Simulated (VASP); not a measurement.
# C in VASP: single point with PBE

Aim: the single point of C with PBE.

Everything below comes from runs of VASP 6.6.1. Logs are shortened: lines on timing, memory, paths and dates and some standing lists are left out, and cuts for length are marked.

### Step 1. The cell of the first run

The typed cell holds 10 atoms: a = 4.270 Å, b = 4.270 Å, c = 5.035 Å, α = 90.00°, β = 90.00°, γ = 120.00°.

### Step 2. Single point, PBE

The input, INCAR:

```
ALGO = Normal ; EDIFF = 1E-7
ENCUT = 520 ; GGA = PE
ISIF = 2 ; ISMEAR = 0
LASPH = True ; LCHARG = False
LREAL = False ; LWAVE = False
NBANDS = 31 ; NELM = 60
PREC = Accurate ; SIGMA = 0.1
```

The input, KPOINTS:

```
k-points
0
Gamma
  6 6 6
```

The input, POSCAR:

```
C
1.0
    4.2700491900      0.0000000000      0.0000000000
   -2.1350245950      3.6979710739      0.0000000000
    0.0000000000      0.0000000000      5.0345865256
C
10
Direct
    0.2823153912      1.1411249031      0.7500000000
    0.7176846088     -0.1411249031      0.2500000000
    0.8588095119      0.7176846088      0.7500000000
    0.1411904881      0.2823153912      0.2500000000
   -0.1411249031      0.1411904881      0.7500000000
    1.1411249031      0.8588095119      0.2500000000
    0.6666666667      0.3333333333      0.7500000000
    0.3333333333      0.6666666667      0.2500000000
    0.0000000000      0.0000000000      0.0000000000
    0.0000000000      0.0000000000      0.5000000000
```

Potentials or basis: VASP PAW PBE potentials, release 64 (C).

Launch:

```sh
cat potpaw_PBE.64/C/POTCAR > POTCAR
mpirun -np 1 vasp_std > vasp.out
```

OUTCAR:

```text
EDIFF = 1E-7
   ENCUT = 520
   GGA = PE
   ISIF = 2
   ISMEAR = 0
   LASPH = True
   LREAL = False
   NELM = 60
   PREC = Accurate

 ion  position               nearest neighbor table
   1  0.282  0.141  0.750-   7 1.42   9 1.64  10 1.64   3 1.81   5 1.81
   2  0.718  0.859  0.250-   8 1.42   9 1.64  10 1.64   4 1.81   6 1.81
   3  0.859  0.718  0.750-   7 1.42   9 1.64  10 1.64   5 1.81   1 1.81
   4  0.141  0.282  0.250-   8 1.42   9 1.64  10 1.64   6 1.81   2 1.81
   5  0.859  0.141  0.750-   7 1.42   9 1.64  10 1.64   3 1.81   1 1.81
   6  0.141  0.859  0.250-   8 1.42   9 1.64  10 1.64   4 1.81   2 1.81
   7  0.667  0.333  0.750-   5 1.42   3 1.42   1 1.42
   8  0.333  0.667  0.250-   6 1.42   4 1.42   2 1.42
   9  0.000  0.000  0.000-   3 1.64   4 1.64   5 1.64   6 1.64   1 1.64   2 1.64
  10  0.000  0.000  0.500-   3 1.64   4 1.64   5 1.64   6 1.64   1 1.64   2 1.64

  LATTYP: Found a hexagonal cell.
 ALAT       =     4.2700491900
 C/A-ratio  =     1.1790464937

  Lattice vectors:

 A1 = (   4.2700491900,   0.0000000000,   0.0000000000)
 A2 = (  -2.1350245950,   3.6979710739,   0.0000000000)
 A3 = (   0.0000000000,   0.0000000000,   5.0345865256)

Analysis of symmetry for initial positions (statically):
=====================================================================
 Subroutine PRICEL returns:
 Original cell was already a primitive cell.

 Routine SETGRP: Setting up the symmetry group for a
 hexagonal supercell.

 Subroutine GETGRP returns: Found 12 space group operations
 (whereof  6 operations were pure point group operations)
 out of a pool of 24 trial point group operations.

The static configuration has the point symmetry S_6 .
 The point group associated with its full space group is C_6h.

Analysis of symmetry for dynamics (positions and initial velocities):
=====================================================================
 Subroutine PRICEL returns:
 Original cell was already a primitive cell.

 Routine SETGRP: Setting up the symmetry group for a
 hexagonal supercell.

 Subroutine GETGRP returns: Found 12 space group operations
 (whereof  6 operations were pure point group operations)
 out of a pool of 24 trial point group operations.

The dynamic configuration has the point symmetry S_6 .
 The point group associated with its full space group is C_6h.

 Subroutine INISYM returns: Found 12 space group operations
 (whereof  6 operations are pure point group operations),
 and found     1 'primitive' translations

----------------------------------------------------------------------------------------

                                     Primitive cell

  volume of cell :      79.4987

  direct lattice vectors                    reciprocal lattice vectors
     4.270049190  0.000000000  0.000000000     0.234189340  0.135209278  0.000000000
    -2.135024595  3.697971074  0.000000000     0.000000000  0.270418557  0.000000000
     0.000000000  0.000000000  5.034586526     0.000000000  0.000000000  0.198626043

  length of vectors
     4.270049190  4.270049190  5.034586526     0.270418557  0.270418557  0.198626043

  position of ions in fractional coordinates (direct lattice)
     0.282315391  0.141124903  0.750000000
     0.717684609  0.858875097  0.250000000
     0.858809512  0.717684609  0.750000000
     0.141190488  0.282315391  0.250000000
     0.858875097  0.141190488  0.750000000
     0.141124903  0.858809512  0.250000000
     0.666666667  0.333333333  0.750000000
     0.333333333  0.666666667  0.250000000
     0.000000000  0.000000000  0.000000000
     0.000000000  0.000000000  0.500000000

  ion indices of the primitive-cell ions
   primitive index   ion index
                 1           1
                 2           2
                 3           3
                 4           4
                 5           5
                 6           6
                 7           7
                 8           8
                 9           9
                10          10

----------------------------------------------------------------------------------------

 KPOINTS: k-points

Automatic generation of k-mesh.
 Grid dimensions read from file:
 generate k-points for:    6    6    6

 Generating k-lattice:

  Cartesian coordinates                     Fractional coordinates (reciprocal lattice)
     0.039031557  0.022534880  0.000000000     0.166666667  0.000000000  0.000000000
     0.000000000  0.045069759  0.000000000     0.000000000  0.166666667  0.000000000
     0.000000000  0.000000000  0.033104341     0.000000000  0.000000000  0.166666667

  Length of vectors
     0.045069759  0.045069759  0.033104341

  Shift w.r.t. Gamma in fractional coordinates (k-lattice)
     0.000000000  0.000000000  0.000000000

 Subroutine IBZKPT returns following result:
 ===========================================

 Found     32 irreducible k-points:

 Following reciprocal coordinates:
            Coordinates               Weight
  0.000000  0.000000  0.000000      1.000000
  0.166667  0.000000  0.000000      6.000000
  0.333333  0.000000  0.000000      6.000000
  0.500000  0.000000  0.000000      3.000000
  0.166667  0.166667  0.000000      6.000000
  0.333333  0.166667  0.000000      6.000000
[... 16 lines left out ...]
 -0.333333  0.500000 -0.333333     12.000000
  0.333333  0.333333  0.333333      4.000000
 [... further k-points ...]
   k-points           NKPTS =     32   k-points in BZ     NKDIM =     32   number of bands    NBANDS=     31
   number of dos      NEDOS =    301   number of ions     NIONS =     10
   total plane-waves  NPLWV =  40960
   dimension x,y,z NGX =    32 NGY =   32 NGZ =   40
   dimension x,y,z NGXF=    64 NGYF=   64 NGZF=   80
   ions per type =              10
   NGX,Y,Z   is equivalent  to a cutoff of  12.46, 12.46, 13.21 a.u.
   NGXF,Y,Z  is equivalent  to a cutoff of  24.92, 24.92, 26.42 a.u.
 SYSTEM =  unknown system
   PREC   = accura    normal or accurate (medium, high low for compatibility)
   ISTART =      0    job   : 0-new  1-cont  2-samecut
   ICHARG =      2    charge: 1-file 2-atom 10-const
   ISPIN  =      1    spin polarized calculation?
   LNONCOLLINEAR =      F non collinear calculations
   LSORBIT =      F    spin-orbit coupling
   LASPH  =      T    aspherical Exc in radial PAW
   ENCUT  =  520.0 eV  38.22 Ry    6.18 a.u.   7.94  7.94  9.36*2*pi/ulx,y,z
   NELM   =     60;   NELMIN=  2; NELMDL= -5     # of ELM steps
   EDIFF  = 0.1E-06   stopping-criterion for ELM
   LREAL  =      F    real-space projection
   EDIFFG = 0.1E-05   stopping-criterion for IOM
   NSW    =      0    number of steps for IOM
   IBRION =     -1    ionic relax: 0-MD 1-quasi-New 2-CG
   NFREE  =      0    steps in history (QN), initial steepest desc. (CG)
   ISIF   =      2    stress and relaxation
   ISYM   =      2    0-nonsym 1-usesym 2-fastsym
   POTIM  = 0.5000    time-step for ionic-motion
   TEBEG  =    0.0;   TEEND  =   0.0 temperature during run
   PSTRESS=    0.0 pullay stress
   NELECT =      40.0000    total number of electrons
   NUPDOWN=      -1.0000    fix difference up-down
   EMIN   =  10.00;   EMAX   =-10.00  energy-range for DOS
   EFERMI =   0.00;   METHOD = LEGACY
   ISMEAR =     0;   SIGMA  =   0.10  broadening in eV -4-tet -1-fermi 0-gaus
   EFERMI_NEDOS =   21; number of points for ismear=-14 and -15
   IALGO  =     38    algorithm
   IMIX   =      4    mixing-type and parameters
     AMIX     =   0.40;   BMIX     =  1.00
     AMIX_MAG =   1.60;   BMIX_MAG =  1.00
  volume/ion in A,a.u.               =       7.95        53.65
  Fermi-wavevector in a.u.,A,eV,Ry     =   1.302091  2.460596 23.067885  1.695442
  Thomas-Fermi vector in A             =   2.433182
   LORBIT       =      0    0 simple, 1 ext, 2 COOP (PROOUT), +10 PAW based schemes
   GGA     = PE    functional components
   LHFCALC =     F    Hartree Fock is set to
   AEXX    =    0.0000 exact exchange contribution
   IVDW    =     0    specifies the selected vdW correction
   LEPSILON=     F    determine dielectric tensor
   LRPA    =     F    only Hartree local field effects (RPA)
 non-spin polarized calculation
 Gauss-broadening in eV      SIGMA  =   0.10
  energy-cutoff  :      520.00
  volume of cell :       79.50
 maximum number of plane-waves:      2172
   NGX = 15   NGY = 15   NGZ = 19

 number of electron      40.0000006 magnetization

 Free energy of the ion-electron system (eV)
  ---------------------------------------------------
  ext. energy  EPLUGINS =         0.00000000
  ---------------------------------------------------
  free energy    TOTEN  =       -70.04787234 eV

  energy without entropy =      -70.04312576  energy(sigma->0) =      -70.04549905

 E-fermi :   7.0350     XC(G=0): -11.1295

 val. band max:        7.0302251668   @ k =   0.3333   0.0000   0.0000
 cond. band min:       7.1226417811   @ k =   0.5000   0.0000   0.1667
 fundamental gap:      0.0924166143
 Fermi energy:         7.0350209254

 k-point     1 :       0.0000    0.0000    0.0000
  band No.  band energies     occupation
      1     -15.5924      2.00000
      2     -12.8258      2.00000
      3      -9.0642      2.00000
      4      -8.9040      2.00000
      5      -8.4960      2.00000
      6      -6.3527      2.00000
[... 23 lines left out ...]
     30      16.1902      0.00000
     31      16.1934      0.00000

 k-point     2 :       0.1667    0.0000    0.0000
  band No.  band energies     occupation
      1     -15.4998      2.00000
      2     -12.7318      2.00000
      3      -9.6045      2.00000
      4      -8.8694      2.00000
      5      -8.8319      2.00000
      6      -6.5883      2.00000
[... 23 lines left out ...]
     30      15.3734      0.00000
     31      15.5860      0.00000

 k-point     3 :       0.3333    0.0000    0.0000
  band No.  band energies     occupation
      1     -15.2918      2.00000
      2     -12.5128      2.00000
      3     -10.4112      2.00000
      4      -9.5387      2.00000
      5      -8.6770      2.00000
      6      -6.9441      2.00000
[... 23 lines left out ...]
     30      14.2907      0.00000
     31      15.0730      0.00000

 k-point     4 :       0.5000    0.0000    0.0000
  band No.  band energies     occupation
      1     -15.1727      2.00000
      2     -12.3821      2.00000
      3     -10.7529      2.00000
      4      -9.8647      2.00000
      5      -8.5933      2.00000
      6      -7.0892      2.00000
[... 23 lines left out ...]
     30      14.5527      0.00000
     31      15.4271      0.00000

 k-point     5 :       0.1667    0.1667    0.0000
  band No.  band energies     occupation
      1     -15.3475      2.00000
      2     -12.5714      2.00000
      3     -10.1847      2.00000
      4      -9.4522      2.00000
      5      -8.7174      2.00000
      6      -6.6974      2.00000
[... 23 lines left out ...]
     30      14.4124      0.00000
     31      15.1706      0.00000
[... 542 lines left out ...]
     30      14.3892      0.00000
     31      14.4257      0.00000

 k-point    22 :       0.3333    0.1667    0.3333
  band No.  band energies     occupation
      1     -14.7286      2.00000
      2     -13.4870      2.00000
      3     -10.4711      2.00000
      4     -10.1548      2.00000
      5      -6.7094      2.00000
      6      -6.6163      2.00000
[... 23 lines left out ...]
     30      14.6276      0.00000
     31      15.3755      0.00000

 k-point    23 :      -0.3333    0.5000   -0.3333
  band No.  band energies     occupation
      1     -14.7286      2.00000
      2     -13.4870      2.00000
      3     -10.4711      2.00000
      4     -10.1548      2.00000
      5      -6.7094      2.00000
      6      -6.6163      2.00000
[... 23 lines left out ...]
     30      14.6275      0.00000
     31      15.3756      0.00000

 k-point    24 :       0.3333    0.3333    0.3333
  band No.  band energies     occupation
      1     -14.6666      2.00000
      2     -13.4205      2.00000
      3     -10.4603      2.00000
      4     -10.4603      2.00000
      5      -6.6562      2.00000
      6      -6.6562      2.00000
[... 23 lines left out ...]
     30      15.0964      0.00000
     31      15.3001      0.00000

 [... further k-points ...]
[... 5 lines left out ...]
  --------------------------------------------------------------------------------------
  -------------------------------------------------------------------------------------
  Total        0.1335072      0.1335072      0.2006788     -0.0000001     -0.0000000      0.0000000
  in kB        2.6906359      2.6906359      4.0443790     -0.0000026     -0.0000000      0.0000000
  external PRESSURE =       3.1418836 kB  Pullay stress =       0.0000000 kB

 VOLUME and BASIS-vectors are now :
 -----------------------------------------------------------------------------
  energy-cutoff  :      520.00
  volume of cell :       79.50
      direct lattice vectors                 reciprocal lattice vectors
     4.270049190  0.000000000  0.000000000     0.234189340  0.135209278  0.000000000
    -2.135024595  3.697971074  0.000000000     0.000000000  0.270418557  0.000000000
     0.000000000  0.000000000  5.034586526     0.000000000  0.000000000  0.198626043

 POSITION                                       TOTAL-FORCE (eV/Angst)
 -----------------------------------------------------------------------------------
      0.90420      0.52188      3.77594        -0.002265     -0.000949     -0.000000
      1.23083      3.17610      1.25865         0.002265      0.000949      0.000000
      2.13488      2.65398      3.77594         0.000310      0.002436     -0.000000
      0.00014      1.04399      1.25865        -0.000310     -0.002436      0.000000
      3.36599      0.52212      3.77594         0.001954     -0.001487      0.000000
     -1.23097      3.17585      1.25865        -0.001954      0.001487     -0.000000
      2.13502      1.23266      3.77594        -0.000000      0.000000      0.000000
     -0.00000      2.46531      1.25865        -0.000000      0.000000      0.000000
      0.00000      0.00000      0.00000        -0.000000      0.000000      0.000000
      0.00000      0.00000      2.51729        -0.000000      0.000000      0.000000
 -----------------------------------------------------------------------------------
    total drift:                                0.000000     -0.000000      0.000000

  FREE ENERGIE OF THE ION-ELECTRON SYSTEM (eV)
  ---------------------------------------------------
  free  energy   TOTEN  =       -70.0478723364 eV

  energy  without entropy=      -70.0431257606  energy(sigma->0) =      -70.04549905
```

It took 83 s on 1 thread of Intel Xeon Platinum 8259CL at 2.50GHz (Skylake/Cascade Lake), shared host; peak memory 0.2 GiB.

What came out:

```
Free energy            : -70.0479 eV
Pressure               : 0.3 GPa
Band gap on the k mesh : zero (band 20 reaches 7.64 eV, above the bottom of band 21 at 6.77 eV)
```

Forces on the atoms (eV/Å):
```
C   -0.002 -0.001  0.000
C    0.002  0.001  0.000
C    0.000  0.002  0.000
C    0.000 -0.002  0.000
C    0.002 -0.001  0.000
C   -0.002  0.001  0.000
C    0.000  0.000  0.000
C    0.000  0.000  0.000
C    0.000  0.000  0.000
C    0.000  0.000  0.000
```

Stress tensor (GPa, compression positive):
```
0.27 0.00 0.00
0.00 0.27 0.00
0.00 0.00 0.40
```

Levels at points of the mesh, in eV from the Fermi level:
| k point | band 18 | band 19 | band 20 | band 21 | band 22 | band 23 |
| --- | --- | --- | --- | --- | --- | --- |
| (0.00, 0.00, 0.00) | -1.46 | -0.33 | -0.33 | 1.26 | 1.26 | 1.91 |
| (0.50, 0.00, 0.00) | -1.09 | -0.83 | -0.41 | -0.27 | 0.10 | 0.15 |
| (0.00, 0.00, 0.50) | -3.07 | -2.85 | -2.85 | 1.86 | 1.86 | 1.86 |
| (0.50, 0.00, 0.50) | -2.61 | -2.18 | -2.18 | -0.19 | -0.19 | 1.97 |
